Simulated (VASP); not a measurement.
Runs of VASP 6.6.1 on CuI. The structure is that of space group F-43m (No. 216), or close to it. The cells are those of the table. 

```csv
task,level,potentials or basis,spin,cell,k mesh,smearing,grid for exact exchange (PRECFOCK),share of exact exchange,screening parameter,gap on the mesh (eV),pressure (GPa)
single point,PBEsol+D4,"VASP PAW PBE potentials, release 64 (I, Cu)",off,"a = 4.166 Å, angles 60.0°, 2 atoms",8 × 8 × 8,fermi-dirac 0.05 eV,-,-,-,1.27,0.1
single point,PBE,"VASP PAW PBE potentials, release 64 (I, Cu)",off,"a = 4.287 Å, angles 60.0°, 2 atoms",8 × 8 × 8,gaussian 0.029 eV,-,-,-,1.14,(b)
single point,LDA,"VASP PAW LDA potentials, release 64 (I, Cu)","non-collinear, zero start, SOC","a = 4.287 Å, angles 60.0°, 2 atoms",6 × 6 × 6,fermi-dirac 0.05 eV,-,-,-,-,(a)
dielectric tensor,PBE,"VASP PAW PBE potentials, release 64 (I, Cu)",off,"a = 4.287 Å, angles 60.0°, 2 atoms",8 × 8 × 8,gaussian 0.01 eV,-,-,-,1.14,-
single point,PBE-based screened hybrid with 15 % exact exchange,"VASP PAW PBE potentials, release 64 (I, Cu)",off,"a = 4.287 Å, angles 60.0°, 2 atoms",4 × 4 × 4,fermi-dirac 0.05 eV,Normal,0.15,0.20787 1/Å,2.01,0.5
```

Alike in all rows: cutoff (eV) 520.

Problem. Estimate the missing entries.

Solution. (a) -4.1; (b) 0.7.

Caveats: some runs use coarse meshes; spin-orbit coupling is left out, which moves the levels of the heavy elements (at least some runs); the PAW data sets were made with another functional, which shifts forces and pressure a little (at least some runs); the cell stands under tension (at least some runs).

A k mesh can miss the band edges, and rows without SOC leave out spin-orbit coupling on I.
